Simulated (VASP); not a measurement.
Crystal: GaAs.

```
Ga As
1.0
     3.60640    0.00000    0.00000
    -1.80320    3.12324    0.00000
     0.00000    0.00000    3.57319
Ga As
1 1
Direct
  0.33333 0.66667 0.50000
  0.00000 0.00000 0.00000
```

Base run:

```yaml
Program: VASP 6.6.1
Functional: PBE
Potentials_or_basis: VASP PAW PBE potentials, release 64 (Ga_d, As)
Cutoff: 520 eV
k_mesh: 9 × 9 × 8
Occupations: gaussian, width 0.011 eV
Spin: no spin polarisation
```

Its results: band gap on the k mesh zero (band 9 reaches 6.73 eV, above the bottom of band 10 at 2.78 eV); pressure -0.4 GPa.

**Question.** The run is repeated on the same cell with these changes: functional from PBE to PBEsol; occupations from gaussian, width 0.011 eV to fermi-dirac, width 0.05 eV. What comes out?

**Answer.** Band gap on the k mesh zero (band 9 reaches 6.61 eV, above the bottom of band 10 at 2.62 eV); pressure -3.8 GPa.

Caveats: the PAW data sets were made with another functional, which shifts forces and pressure a little (some runs).
